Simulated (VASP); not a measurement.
# Mg7Cd9O16 (P1) in VASP: notebook, part 2 of 2

VASP 6.6.1. Earlier steps stand in the parts before.

## (3) Relaxation of volume and atoms at fixed shape, PBEsol

This run uses another cell than the first one, of 11.25 Å³/atom.

Contents of INCAR:

```
SYSTEM = Mg7Cd9O16
ALGO = Normal ; EDIFF = 1E-6
EDIFFG = -0.03 ; ENCUT = 600
GGA = PS ; IBRION = 2
ISIF = 8 ; ISMEAR = -1
ISYM = 0 ; LASPH = .True.
LCHARG = .False. ; LREAL = Auto
LUSENCCL = .False. ; LWAVE = .False.
NELM = 60 ; NSW = 100
PREC = Accurate ; SIGMA = 0.05
```

Contents of KPOINTS:

```
Automatic mesh
0
Gamma
  1 1 1
  0.25 0.25 0.25
```

Contents of POSCAR:

```
Mg7Cd9O16
1.0
    8.9621180000      0.0000000000      0.0000000000
    0.0000000000      8.9621180000      0.0000000000
    0.0000000000      0.0000000000      8.9621180000
O Mg Cd
32 14 18
Direct
    0.2518680000      0.9976730000      0.0020380000
    0.2491460000      0.0022810000      0.5009690000
    0.2505530000      0.5007630000      0.9983900000
    0.2529210000      0.4986670000      0.5002450000
    0.7470430000      0.9990930000      0.9989470000
    0.7493500000      0.0024020000      0.4999370000
    0.7515160000      0.5002650000      0.9982340000
    0.7483470000      0.5015810000      0.4992760000
    0.9990910000      0.2500280000      0.0018730000
    0.0000470000      0.2535190000      0.4968920000
    0.0012400000      0.7493280000      0.0010290000
    0.9973800000      0.7497520000      0.4978670000
    0.5022470000      0.2500850000      0.0032660000
    0.5013680000      0.2497360000      0.4974710000
    0.5019900000      0.7478190000      0.9944590000
    0.5002580000      0.7507820000      0.4966250000
    0.9997140000      0.9978520000      0.2497220000
    0.0012880000      0.0011480000      0.7516840000
    0.0003010000      0.5002330000      0.2492590000
    0.9977410000      0.4969650000      0.7517970000
    0.5021750000      0.0020760000      0.2504540000
    0.4990150000      0.9984330000      0.7490410000
    0.5027300000      0.5009220000      0.2538020000
    0.5003990000      0.5047320000      0.7521070000
    0.2479320000      0.2488970000      0.2511720000
    0.2470630000      0.2489080000      0.7476910000
    0.2488610000      0.7472530000      0.2482620000
    0.2521740000      0.7483390000      0.7496170000
    0.7530070000      0.2497930000      0.2451160000
    0.7532380000      0.2522950000      0.7504240000
    0.7514070000      0.7487790000      0.2534610000
    0.7503350000      0.7502920000      0.7467340000
    0.9985290000      0.9999980000      0.9998240000
    0.0004030000      0.9988140000      0.5027820000
    0.5020720000      0.5000830000      0.5002780000
    0.2504850000      0.2499210000      0.4981130000
    0.7488470000      0.2557620000      0.5003800000
    0.2494900000      0.0040410000      0.2501290000
    0.7526290000      0.9978720000      0.2530400000
    0.7525700000      0.9999870000      0.7469050000
    0.7488330000      0.5043640000      0.2494230000
    0.0004590000      0.2479270000      0.2496300000
    0.9985670000      0.7503340000      0.2491900000
    0.4980480000      0.2493820000      0.7477320000
    0.5007970000      0.7513760000      0.2476070000
    0.5004470000      0.7545870000      0.7579770000
    0.9993650000      0.5029400000      0.0092830000
    0.9989290000      0.5013140000      0.4972100000
    0.4999620000      0.0040990000      0.0034720000
    0.5034390000      0.0035040000      0.4970210000
    0.5002170000      0.5019980000      0.9981140000
    0.2529840000      0.2503460000      0.9959300000
    0.2512150000      0.7479280000      0.9985720000
    0.2481020000      0.7490700000      0.5012900000
    0.7514660000      0.2498000000      0.0017330000
    0.7511300000      0.7465660000      0.0032010000
    0.7492990000      0.7487560000      0.4990990000
    0.2509840000      0.9985010000      0.7516810000
    0.2505940000      0.4991210000      0.2506470000
    0.2480740000      0.5012820000      0.7453600000
    0.7460540000      0.4966980000      0.7521510000
    0.9998470000      0.2503050000      0.7530440000
    0.9991550000      0.7483680000      0.7513970000
    0.5039240000      0.2470430000      0.2479860000
```

Potentials or basis: VASP PAW PBE potentials, release 64 (O, Mg, Cd).

On the command line:

```console
$ cat potpaw_PBE.64/O/POTCAR potpaw_PBE.64/Mg/POTCAR potpaw_PBE.64/Cd/POTCAR > POTCAR
$ mpirun -np 1 vasp_std > vasp.out
```

OUTCAR:

```text
SYSTEM = Mg7Cd9O16
   EDIFF = 1E-6
   EDIFFG = -0.03
   ENCUT = 600
   GGA = PS
   IBRION = 2
   ISIF = 8
   ISMEAR = -1
   ISYM = 0
   LASPH = .True.
   LREAL = Auto
   NELM = 60
   NSW = 100
   PREC = Accurate

 ion  position               nearest neighbor table
   1  0.252  0.998  0.002-  49 2.22  38 2.22  53 2.24  58 2.24  52 2.27  33 2.27
   2  0.249  0.002  0.501-  36 2.22  34 2.23  58 2.25  38 2.25  54 2.27  50 2.28
   3  0.251  0.501  0.998-  53 2.22  51 2.24  52 2.24  47 2.25  59 2.26  60 2.27
   4  0.253  0.499  0.500-  60 2.20  36 2.23  35 2.23  59 2.24  54 2.24  48 2.28
   5  0.747  0.999  0.999-  49 2.22  55 2.25  33 2.25  40 2.26  56 2.26  39 2.28
   6  0.749  0.002  0.500-  50 2.20  39 2.21  40 2.21  34 2.25  37 2.27  57 2.27
[... 76 lines left out ...]
  58  0.251  0.999  0.752-  22 2.22  18 2.24  28 2.24   1 2.24  26 2.24   2 2.25  46 3.13  52 3.14
                            53 3.15  44 3.16  34 3.17  54 3.17  33 3.17  49 3.17  63 3.18  62 3.19
  59  0.251  0.499  0.251-  27 2.22   4 2.24  25 2.24  19 2.24  23 2.26   3 2.26  47 3.12  36 3.15
                            48 3.16  54 3.17  53 3.17  35 3.18  42 3.18  51 3.18  45 3.18  43 3.19
  60  0.248  0.501  0.745-   4 2.20  28 2.21  20 2.24  26 2.26  24 2.26   3 2.27  54 3.12  63 3.14
                            48 3.15  36 3.16  35 3.16  62 3.16  53 3.17  52 3.18  44 3.18  51 3.20
  61  0.746  0.497  0.752-  30 2.19  24 2.20   7 2.21  20 2.26   8 2.27  32 2.27  51 3.12  37 3.12
                            44 3.14  35 3.14  55 3.15  62 3.17  56 3.17  46 3.19  63 3.20  57 3.20
  62  1.000  0.250  0.753-  30 2.21  20 2.21  26 2.22   9 2.23  18 2.23  10 2.30  52 3.14  55 3.15
                            33 3.15  40 3.15  60 3.16  61 3.17  34 3.18  58 3.19  37 3.19  36 3.20
  63  0.999  0.748  0.751-  32 2.23  11 2.24  20 2.25  18 2.27  28 2.27  12 2.27  60 3.14  40 3.16
                            54 3.16  34 3.16  53 3.16  56 3.17  33 3.17  48 3.18  58 3.18  57 3.18
  64  0.504  0.247  0.248-  13 2.19  21 2.20  29 2.23  14 2.24  23 2.28  25 2.29  49 3.09  50 3.12
                            55 3.13  37 3.15  38 3.15  39 3.16  41 3.18  52 3.19  36 3.19  51 3.20

IMPORTANT INFORMATION: All symmetrisations will be switched off!
NOSYMM: (Re-)initialisation of all symmetry stuff for point group C_1.

----------------------------------------------------------------------------------------

                                     Primitive cell

  volume of cell :     719.8334

  direct lattice vectors                    reciprocal lattice vectors
     8.962118000  0.000000000  0.000000000     0.111580767  0.000000000  0.000000000
     0.000000000  8.962118000  0.000000000     0.000000000  0.111580767  0.000000000
     0.000000000  0.000000000  8.962118000     0.000000000  0.000000000  0.111580767

  length of vectors
     8.962118000  8.962118000  8.962118000     0.111580767  0.111580767  0.111580767

  position of ions in fractional coordinates (direct lattice)
     0.251868000  0.997673000  0.002038000
     0.249146000  0.002281000  0.500969000
     0.250553000  0.500763000  0.998390000
     0.252921000  0.498667000  0.500245000
     0.747043000  0.999093000  0.998947000
     0.749350000  0.002402000  0.499937000
[... 56 lines left out ...]
     0.999155000  0.748368000  0.751397000
     0.503924000  0.247043000  0.247986000

  ion indices of the primitive-cell ions
   primitive index   ion index
                 1           1
                 2           2
                 3           3
                 4           4
                 5           5
                 6           6
[... 56 lines left out ...]
                63          63
                64          64

----------------------------------------------------------------------------------------

 KPOINTS: Automatic mesh

Automatic generation of k-mesh.
 Grid dimensions read from file:
 generate k-points for:    1    1    1

 Generating k-lattice:

  Cartesian coordinates                     Fractional coordinates (reciprocal lattice)
[... 55 lines left out ...]
   EFERMI_NEDOS =   21; number of points for ismear=-14 and -15
   IALGO  =     38    algorithm
   IMIX   =      4    mixing-type and parameters
     AMIX     =   0.40;   BMIX     =  1.00
     AMIX_MAG =   1.60;   BMIX_MAG =  1.00
  volume/ion in A,a.u.               =      11.25        75.90
  Fermi-wavevector in a.u.,A,eV,Ry     =   1.385138  2.617531 26.104232  1.918607
  Thomas-Fermi vector in A             =   2.509576
   LORBIT       =      0    0 simple, 1 ext, 2 COOP (PROOUT), +10 PAW based schemes
   GGA     = PS    functional components
   LHFCALC =     F    Hartree Fock is set to
   AEXX    =    0.0000 exact exchange contribution
   IVDW    =     0    specifies the selected vdW correction
   LEPSILON=     F    determine dielectric tensor
   LRPA    =     F    only Hartree local field effects (RPA)
 conjugate gradient relaxation of ions
 non-spin polarized calculation
  energy-cutoff  :      600.00
  volume of cell :      719.83
 maximum number of plane-waves:     24054
   NGX = 35   NGY = 35   NGZ = 35

--------------------------------------- Ionic step        1  -------------------------------------------

 number of electron     435.9999988 magnetization

 Free energy of the ion-electron system (eV)
  ---------------------------------------------------
  ext. energy  EPLUGINS =         0.00000000
  ---------------------------------------------------
  free energy    TOTEN  =      -318.46818505 eV

  energy without entropy =     -318.46818503  energy(sigma->0) =     -318.46818504

------------------------ aborting loop because EDIFF is reached ----------------------------------------

  FORCE on cell =-STRESS in cart. coord.  units (eV):
  Direction    XX          YY          ZZ          XY          YZ          ZX
  --------------------------------------------------------------------------------------
  -------------------------------------------------------------------------------------
  Total       36.2209573     37.0808216     37.3779566     -0.4068586     -0.4875194     -0.0247546
  in kB       80.6192091     82.5330619     83.1944135     -0.9055701     -1.0851019     -0.0550978
  external PRESSURE =      82.1155615 kB  Pullay stress =       0.0000000 kB
[... 275 lines left out ...]
  FREE ENERGIE OF THE ION-ELECTRON SYSTEM (eV)
  ---------------------------------------------------
  free  energy   TOTEN  =      -321.8252716822 eV

  energy  without entropy=     -321.8252715801  energy(sigma->0) =     -321.82527163

 E-fermi :   3.3452     XC(G=0): -11.5739

 val. band max:        2.4531180532   @ k =   0.2500  -0.2500   0.2500
 cond. band min:       4.2204905678   @ k =  -0.2500   0.2500   0.2500
 fundamental gap:      1.7673725146
 Fermi energy:         3.3452152751

 k-point     1 :       0.2500    0.2500    0.2500
  band No.  band energies     occupation
      1     -15.0763      2.00000
      2     -14.8790      2.00000
      3     -14.7301      2.00000
      4     -14.6522      2.00000
      5     -14.5929      2.00000
      6     -14.5037      2.00000
[... 921 lines left out ...]
    229       7.5585      0.00000
    230       7.6698      0.00000
 [bands above 230 left out]

[... ionic steps 4 to 17 ...]

--------------------------------------- Ionic step       18  -------------------------------------------

 number of electron     436.0000010 magnetization

------------------------ aborting loop because EDIFF is reached ----------------------------------------
[... 191 lines left out ...]
--------------------------------------- Ionic step       20  -------------------------------------------

 number of electron     436.0000010 magnetization

 Free energy of the ion-electron system (eV)
  ---------------------------------------------------
  ext. energy  EPLUGINS =         0.00000000
  ---------------------------------------------------
  free energy    TOTEN  =      -323.65661103 eV

  energy without entropy =     -323.65661087  energy(sigma->0) =     -323.65661095

 E-fermi :   3.4123     XC(G=0): -11.6334

 val. band max:        2.5495155550   @ k =   0.2500  -0.2500   0.2500
 cond. band min:       4.2575054725   @ k =  -0.2500  -0.2500   0.2500
 fundamental gap:      1.7079899175
 Fermi energy:         3.4123290694

 k-point     1 :       0.2500    0.2500    0.2500
  band No.  band energies     occupation
      1     -14.9888      2.00000
      2     -14.7958      2.00000
      3     -14.6691      2.00000
      4     -14.6044      2.00000
      5     -14.5403      2.00000
      6     -14.4479      2.00000
[... 921 lines left out ...]
    229       7.5208      0.00000
    230       7.6905      0.00000
 [bands above 230 left out]

------------------------ aborting loop because EDIFF is reached ----------------------------------------

  FORCE on cell =-STRESS in cart. coord.  units (eV):
  Direction    XX          YY          ZZ          XY          YZ          ZX
  --------------------------------------------------------------------------------------
  -------------------------------------------------------------------------------------
  Total        0.3097542      0.1464309      0.2288231     -0.3009586      0.1693768      0.0415171
  in kB        0.6702624      0.3168548      0.4951394     -0.6512300      0.3665063      0.0898368
  external PRESSURE =       0.4940856 kB  Pullay stress =       0.0000000 kB
[... 79 lines left out ...]
  FREE ENERGIE OF THE ION-ELECTRON SYSTEM (eV)
  ---------------------------------------------------
  free  energy   TOTEN  =      -323.6566110322 eV

  energy  without entropy=     -323.6566108743  energy(sigma->0) =     -323.65661095

 reached required accuracy - stopping structural energy minimisation
```

Run time: 29 min. Hardware: 1 × NVIDIA H100 80GB with 1 thread of AMD EPYC 7R13 (Zen 3), shared host; peak memory 2 GiB.

What came out:

- Free energy: -323.6566 eV
- Relaxed volume: 11.57 Å³/atom
- Relaxed cell: a = 9.047 Å, b = 9.047 Å, c = 9.047 Å, α = 90.00°, β = 90.00°, γ = 90.00°
- Space group after relaxing (to 0.1 Å): P1 (No. 1)
- Energy gained by relaxing: 81.1 meV/atom
- Ionic steps: 20
- Pressure after relaxing: 0.0 GPa
- Largest force after relaxing: 0.019 eV/Å
- Band gap on the k mesh: 1.71 eV

Forces on the atoms (eV/Å):
```
O   -0.002 -0.006  0.002
O    0.001  0.000  0.002
O    0.004  0.005  0.005
O   -0.001  0.003  0.001
O    0.005  0.000  0.007
O   -0.003 -0.004 -0.006
O   -0.002  0.000 -0.004
O    0.002  0.005  0.002
O   -0.003 -0.002  0.003
O   -0.003  0.005  0.010
O    0.001  0.002  0.004
O   -0.004  0.000  0.003
O    0.001 -0.001  0.002
O    0.000  0.000 -0.003
O    0.000  0.000 -0.005
O    0.000  0.000  0.001
O    0.005  0.000 -0.002
O   -0.002  0.003  0.001
O    0.001  0.019  0.000
O   -0.003 -0.011 -0.006
O    0.004  0.003  0.009
O   -0.002 -0.001  0.001
O   -0.001 -0.007 -0.002
O   -0.008  0.003  0.006
O   -0.005 -0.002  0.000
O    0.000 -0.004  0.003
O    0.013  0.002 -0.003
O   -0.001  0.007  0.002
O    0.015  0.005 -0.002
O    0.006 -0.008 -0.001
O   -0.002  0.004 -0.004
O    0.001  0.003 -0.007
Mg  -0.005 -0.010 -0.012
Mg  -0.001  0.002 -0.003
Mg  -0.001  0.002  0.002
Mg  -0.002 -0.005 -0.005
Mg  -0.001  0.005 -0.003
Mg   0.004 -0.001 -0.005
Mg   0.001 -0.002  0.000
Mg  -0.002  0.001 -0.004
Mg  -0.001  0.000  0.002
Mg  -0.002 -0.014  0.007
Mg  -0.003 -0.002 -0.004
Mg  -0.003  0.004 -0.001
Mg  -0.006  0.003 -0.004
Mg   0.001  0.001  0.004
Cd   0.005 -0.003 -0.003
Cd   0.000 -0.001  0.010
Cd   0.002 -0.007 -0.007
Cd   0.002 -0.009  0.004
Cd  -0.004  0.009  0.003
Cd  -0.003 -0.005  0.001
Cd  -0.001  0.006  0.006
Cd  -0.001  0.001 -0.003
Cd  -0.002 -0.003  0.003
Cd   0.002  0.003  0.006
Cd  -0.001  0.002 -0.003
Cd   0.005 -0.005 -0.003
Cd   0.002  0.003 -0.008
Cd   0.005  0.002  0.001
Cd   0.001  0.004 -0.001
Cd  -0.002 -0.006  0.002
Cd  -0.003  0.002  0.001
Cd  -0.001  0.000 -0.003
```

Step by step:
```tsv
step	energy change (eV)	largest force (eV/Å)	pressure (GPa)	volume (Å³)
1	0.0000	2.8643	8.21	719.83
2	-3.2679	0.7690	-6.48	781.57
3	-3.3571	1.0269	-4.75	771.99
4	-4.6883	0.5305	-1.33	748.60
5	-4.8878	0.5341	1.01	735.67
6	-5.0741	0.3035	0.22	739.27
7	-5.1013	0.2780	-0.16	741.24
8	-5.1435	0.1426	0.06	740.28
9	-5.1534	0.1699	0.24	739.54
10	-5.1689	0.0883	-0.20	741.68
11	-5.1699	0.0730	-0.33	742.34
12	-5.1775	0.0720	0.17	739.83
13	-5.1775	0.0720	0.19	739.75
14	-5.1828	0.0577	0.03	740.49
15	-5.1834	0.0531	-0.03	740.77
16	-5.1857	0.0445	0.00	740.69
17	-5.1862	0.0393	0.01	740.63
18	-5.1875	0.0317	-0.02	740.74
19	-5.1877	0.0393	-0.03	740.80
20	-5.1884	0.0192	0.05	740.43
```

Final structure:
```
O Mg Cd
1.0
     9.04679    0.00000    0.00000
     0.00000    9.04679    0.00000
     0.00000    0.00000    9.04679
O Mg Cd
32 14 18
Direct
  0.23180 0.00242 0.01690
  0.23494 0.01459 0.48679
  0.24834 0.49771 0.00188
  0.26258 0.48056 0.49678
  0.76508 0.00260 0.00806
  0.76404 0.01426 0.49664
  0.75031 0.49714 0.01877
  0.74039 0.48188 0.48712
  0.00041 0.23649 0.01767
  0.00104 0.23894 0.48791
  0.00050 0.76643 0.01679
  0.00163 0.76655 0.48746
  0.49867 0.25071 0.97773
  0.50058 0.25977 0.50812
  0.49994 0.74888 0.99846
  0.50032 0.73576 0.49992
  0.99531 0.99853 0.25272
  0.98493 0.00022 0.75176
  0.98520 0.51256 0.25290
  0.99797 0.50331 0.75087
  0.50984 0.98653 0.25008
  0.51511 0.99742 0.74710
  0.51456 0.51445 0.26231
  0.50453 0.50510 0.73415
  0.23963 0.23627 0.26321
  0.26473 0.24669 0.73106
  0.25411 0.76600 0.25230
  0.26933 0.75310 0.74916
  0.76020 0.24571 0.26374
  0.73785 0.23671 0.73257
  0.74974 0.75570 0.25294
  0.73573 0.76566 0.74880
  0.99636 0.00088 0.01129
  0.99758 0.00449 0.49211
  0.50365 0.49661 0.49797
  0.25001 0.24641 0.49589
  0.75037 0.24686 0.49639
  0.23840 0.99995 0.25326
  0.75487 0.00047 0.25396
  0.75034 0.00296 0.74217
  0.75011 0.49972 0.25611
  0.99687 0.23838 0.25486
  0.99361 0.75780 0.25190
  0.50322 0.24737 0.73943
  0.50503 0.75076 0.25474
  0.50404 0.75034 0.74456
  0.99806 0.50044 0.00654
  0.99953 0.49657 0.49653
  0.50180 0.99901 0.99959
  0.50032 0.00094 0.49802
  0.50174 0.50076 0.99991
  0.24896 0.24695 0.00104
  0.24996 0.75360 0.00312
  0.25115 0.75162 0.49820
  0.75066 0.24737 0.00026
  0.75040 0.75282 0.00184
  0.75042 0.75058 0.49938
  0.24925 0.00146 0.74884
  0.25018 0.50161 0.25283
  0.25581 0.49817 0.74640
  0.74719 0.49702 0.74618
  0.99903 0.24642 0.74718
  0.99889 0.75556 0.75176
  0.50150 0.25023 0.25312
```

Caveat: the PAW data sets were made with another functional, which shifts forces and pressure a little; a shifted mesh leaves out Γ, where band edges can lie.
